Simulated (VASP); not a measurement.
Input of a VASP 6.6.1 run:

Contents of INCAR:

```
ALGO = Normal ; EDIFF = 1E-6
ENCUT = 520 ; GGA = PE
ISIF = 2 ; ISMEAR = -1
LASPH = T ; LCHARG = F
LREAL = F ; LWAVE = F
NBANDS = 16 ; NELM = 100
PREC = Accurate ; SIGMA = 0.05
```

The input KPOINTS:

```
k-points
0
Gamma
  11 11 11
```

POSCAR

```
CuO
1.0
    0.0000000000      2.1165600000      2.1165600000
    2.1165600000      0.0000000000      2.1165600000
    2.1165600000      2.1165600000      0.0000000000
Cu O
1 1
Direct
    0.0294977200      0.0281008700      0.9080259900
    0.4705022800      0.4718991300      0.5919740100
```

Potentials or basis: VASP PAW PBE potentials, release 64 (Cu, O).

The run is started by

```sh
$ cat potpaw_PBE.64/Cu/POTCAR potpaw_PBE.64/O/POTCAR > POTCAR
$ mpirun -np 1 vasp_std > vasp.out
```

Estimate the pressure.

19.2 GPa.

Predict the largest force.

1.023 eV/Å.

Forces on the atoms (eV/Å):
```
Cu   0.680  0.622 -0.445
O   -0.680 -0.622  0.445
```

Caveat: an odd number of electrons without spin polarisation forces a metal; a magnetic or distorted state may lie lower.
